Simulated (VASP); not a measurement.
A run of VASP 6.6.1 is set up as follows.

Contents of INCAR:

```
PREC     = Accurate       # precision mode
ENCUT    = 600            # plane-wave cutoff, eV
EDIFF    = 1E-7           # SCF threshold, eV
ISMEAR   = 0              # smearing method
SIGMA    = 0.1            # smearing width, eV
LREAL    = False          # projectors in reciprocal space
LASPH    = True           # aspherical terms in the spheres
NELM     = 100            # most SCF steps
ALGO     = Normal         # electronic algorithm
ISIF     = 3              # what is computed and relaxed
LWAVE    = False          # write WAVECAR
LCHARG   = False          # write CHGCAR
GGA      = PE             # functional
IBRION   = 2              # ionic algorithm
NSW      = 100            # ionic steps
EDIFFG   = -0.005         # ionic threshold
```

Contents of KPOINTS:

```
Automatic mesh
0
Gamma
  18 18 18
```

File POSCAR:

```
Ir
1.0
    0.0000000000      1.9377903887      1.9377903887
    1.9377903887      0.0000000000      1.9377903887
    1.9377903887      1.9377903887      0.0000000000
Ir
1
Direct
    0.0000000000      0.0000000000      0.0000000000
```

Potentials or basis: VASP PAW PBE potentials, release 64 (Ir).

Launch:

```bash
$ cat potpaw_PBE.64/Ir/POTCAR > POTCAR
$ mpirun -np 1 vasp_std > vasp.out
```

(1) Predict the relaxed cell.

(2) Estimate the space group after relaxing (to 0.05 Å).

(3) Estimate the relaxed volume.

Results:

(1) a = 2.738 Å, b = 2.738 Å, c = 2.738 Å, α = 60.00°, β = 60.00°, γ = 60.00°.

(2) Fm-3m (No. 225).

(3) 14.52 Å³/atom.
